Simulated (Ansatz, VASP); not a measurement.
Given: the input of a run of Ansatz 0.2.0 on AlN.

Contents of input.yaml:

```yaml
crystal:
  lattice:
    - [3.113, 0.0, 0.0]
    - [-1.5565, 2.695937082, 0.0]
    - [0.0, 0.0, 4.981]
  atoms:
    - { symbol: Al, position: [0.6666666667, 0.3333333333, 0.5] }
    - { symbol: Al, position: [0.3333333333, 0.6666666667, 0.0] }
    - { symbol: "N", position: [0.6666666667, 0.3333333333, 0.88] }
    - { symbol: "N", position: [0.3333333333, 0.6666666667, 0.38] }
hamiltonian:
  xc: { exchange: pbe, correlation: pbe, exx: { coeff: 0.15, omega: 0.2 } }
  pseudopotentials: { kind: paw }
kpoints:
  mp_grid: { grid: [5, 5, 3] }
scf:
  occupations: { method: fermi_dirac, width: 0.05 }
output:
  forces: true
  stress: true
  eigenvalues: true
```

Potentials or basis: Ansatz PAW.

Command:

```bash
$ ansatz run input.yaml --threads 2 --pin off --max-ram 5632MiB --backend cpu --events-out ev --progress --plain --runs-dir out
```

Task: Set up the same calculation for VASP 6.6.1. Potentials there: VASP PAW PBE potentials, release 64 (Al, N).

Result: As run (the cutoff follows the program's own potentials):

POSCAR

```
AlN
1.0
    3.1130000000      0.0000000000      0.0000000000
   -1.5565000000      2.6959370820      0.0000000000
    0.0000000000      0.0000000000      4.9810000000
Al N
2 2
Direct
    0.6666666667      0.3333333333      0.5000000000
    0.3333333333      0.6666666667      0.0000000000
    0.6666666667      0.3333333333      0.8800000000
    0.3333333333      0.6666666667      0.3800000000
```

File INCAR.step1:

```
SYSTEM = AlN
PREC     = Accurate       ! precision mode
ENCUT    = 520            ! plane-wave cutoff, eV
EDIFF    = 1E-5           ! SCF threshold, eV
ISMEAR   = -1             ! smearing method
SIGMA    = 0.05           ! smearing width, eV
LREAL    = .False.        ! projectors in reciprocal space
LASPH    = .True.         ! aspherical terms in the spheres
NELM     = 80             ! most SCF steps
ALGO     = Normal         ! electronic algorithm
ISIF     = 2              ! what is computed and relaxed
LWAVE    = .True.         ! write WAVECAR
NBANDS   = 16             ! bands
GGA      = PE             ! functional
```

The input INCAR.step2:

```
SYSTEM = AlN
PREC     = Accurate       ! precision mode
ENCUT    = 520            ! plane-wave cutoff, eV
EDIFF    = 1E-7           ! SCF threshold, eV
ISMEAR   = -1             ! smearing method
SIGMA    = 0.05           ! smearing width, eV
LREAL    = .False.        ! projectors in reciprocal space
LASPH    = .True.         ! aspherical terms in the spheres
NELM     = 80             ! most SCF steps
ALGO     = Normal         ! electronic algorithm
ISIF     = 2              ! what is computed and relaxed
LWAVE    = .False.        ! write WAVECAR
LCHARG   = .True.         ! write CHGCAR
GGA      = PE             ! functional
LHFCALC  = .True.         ! exact exchange
AEXX     = 0.15           ! exact-exchange fraction
HFSCREEN = 0.2            ! screening, 1/A
PRECFOCK = Normal       
LELF     = .True.         ! ELF
LVHAR    = .True.       
NBANDS   = 16             ! bands
ISTART   = 1
```

The input KPOINTS:

```
regular mesh
0
Gamma
  5 5 3
  0 0 0
```

Potentials or basis: VASP PAW PBE potentials, release 64 (Al, N).

Launch:

```sh
$ cat potpaw_PBE.64/Al/POTCAR potpaw_PBE.64/N/POTCAR > POTCAR
$ cp INCAR.step1 INCAR
$ mpirun -np 1 vasp_std > vasp.out
$ cp INCAR.step2 INCAR
$ mpirun -np 1 vasp_std > vasp.out
```

Both were run:

|  | VASP | Ansatz | Ansatz less VASP |
| --- | --- | --- | --- |
| gap on the k mesh at the Fermi level (eV) | 5.04 | 5.04 | -0.002 |
| least direct gap on the mesh (eV) | 5.04 | 5.04 | -0.002 |
| pressure (GPa) | 0.3 | 0.5 | +0.17 |
| traceless stress, the component that is largest in VASP (GPa) | 1.05 | 0.97 | -0.078 |
| rms of the force components (eV/Å) | 0.076 | 0.077 | +0.0010 |

VASP's potentials were made for PBE, not for PBE-based screened hybrid. Atom by atom the forces differ by 0.001 eV/Å (rms over components).

The k mesh is coarse, so the values compare programs but aren't converged. Noted on Ansatz's run: odd divisions of the mesh miss points on the zone boundary, where band edges often lie, so the gap on the mesh can be too wide.
